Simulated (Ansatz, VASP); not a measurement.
# InP in VASP and in Ansatz

```
In P
1.0
     0.00000    2.99235    2.99235
     2.99235    0.00000    2.99235
     2.99235    2.99235    0.00000
In P
1 1
Direct
  0.00000 0.00000 0.00000
  0.25000 0.25000 0.25000
```

Alike in both runs: task single point; functional r2SCAN; k mesh 14 × 14 × 14; occupations gaussian, width 0.05 eV; no spin polarisation.

|  | VASP | Ansatz |
| --- | --- | --- |
| version | VASP 6.6.1 | Ansatz 0.2.0 |
| potentials or method | VASP PAW PBE potentials, release 64 (In_d, P), cutoff 520 eV | scalar-relativistic, plane waves, PAW |
| valence electrons in the cell | 18 | 18 |

```tsv
	VASP	Ansatz	Ansatz less VASP
gap on the k mesh at the Fermi level (eV)	0.80	0.80	-0.002
least direct gap on the mesh (eV)	0.80	0.80	-0.002
pressure (GPa)	-2.5	-2.4	+0.10
```

VASP's potentials were made for PBE, not for r2SCAN.
